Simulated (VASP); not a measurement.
PtSe2:

```xyz
3
Lattice="3.7240 0.0000 0.0000 -1.8620 3.2251 0.0000 0.0000 0.0000 5.0620" Properties=species:S:1:pos:R:3 pbc="T T T"
Pt    0.0000    0.0000    0.0000
Se    0.0000    2.1501    1.2655
Se    1.8620    1.0750    3.7965
```

- Program: VASP 6.6.1
- Task: relaxation of cell and atoms
- Functional: PBE
- Potentials or basis: VASP PAW PBE potentials, release 64 (Pt, Se)
- Cutoff: 600 eV
- k mesh: 14 × 14 × 10
- Occupations: gaussian, width 0.02 eV
- Spin: no spin polarisation

At the start: pressure 7.3 GPa; volume 20.27 Å³/atom.

Task: Where does the relaxation end?

Result: Over 66 steps the energy falls by 37.9 meV/atom and the volume is 25.88 Å³/atom (+27.7 %); space group P-3m1 (No. 164, to 0.1 Å) before and after.

Step by step:
```
step  energy change (eV)  largest force (eV/Å)  pressure (GPa)  volume (Å³)
   1              0.0000                0.5726            7.33        60.80
   3             -0.0737                0.1352            0.00        63.95
   5             -0.0737                0.1099            0.26        63.82
   7             -0.0786                0.0433            0.18        64.57
   9             -0.0837                0.0473            0.07        65.91
  11             -0.0943                0.0725           -0.45        67.77
  13             -0.1021                0.1885           -0.64        70.32
  15             -0.1041                0.0621            0.71        70.92
  17             -0.1053                0.0929            0.30        70.90
  19             -0.1096                0.0005            0.44        72.36
  21             -0.1114                0.1076            0.44        74.86
  23             -0.1121                0.0519           -0.02        75.71
  25             -0.1130                0.0419           -0.16        75.78
  27             -0.1131                0.0037            0.07        75.64
  29             -0.1131                0.0086            0.02        75.67
  31             -0.1131                0.0084            0.02        75.68
  33             -0.1132                0.0038            0.01        75.80
  35             -0.1133                0.0135            0.01        76.26
  37             -0.1133                0.0125            0.00        76.31
  39             -0.1134                0.0067           -0.01        76.57
  41             -0.1136                0.0137           -0.11        77.58
  43             -0.1137                0.0023            0.02        77.66
  45             -0.1137                0.0009           -0.01        77.65
  47             -0.1137                0.0006           -0.01        77.64
  49             -0.1137                0.0014            0.02        77.63
  51             -0.1137                0.0008            0.00        77.64
  53             -0.1137                0.0008            0.01        77.64
  55             -0.1137                0.0006            0.00        77.64
  57             -0.1137                0.0016            0.00        77.65
  59             -0.1137                0.0026           -0.02        77.66
  61             -0.1137                0.0017           -0.01        77.65
  63             -0.1137                0.0015           -0.01        77.65
  65             -0.1137                0.0002            0.00        77.65
  66             -0.1137                0.0005            0.00        77.65
```

Final structure:
```xyz
3
Lattice="3.7523 0.0000 0.0000 -1.8761 3.2496 0.0000 0.0000 0.0000 6.3678" Properties=species:S:1:pos:R:3 pbc="T T T"
Pt    0.0000    0.0000    0.0000
Se    0.0000    2.1664    1.3060
Se    1.8761    1.0832    5.0618
```

Caveat: the volume moved by over 15 % at a fixed basis, so the end points are rough; this functional lacks dispersion, which binds layers or chains, so the pressure and a relaxed spacing across them are unreliable.
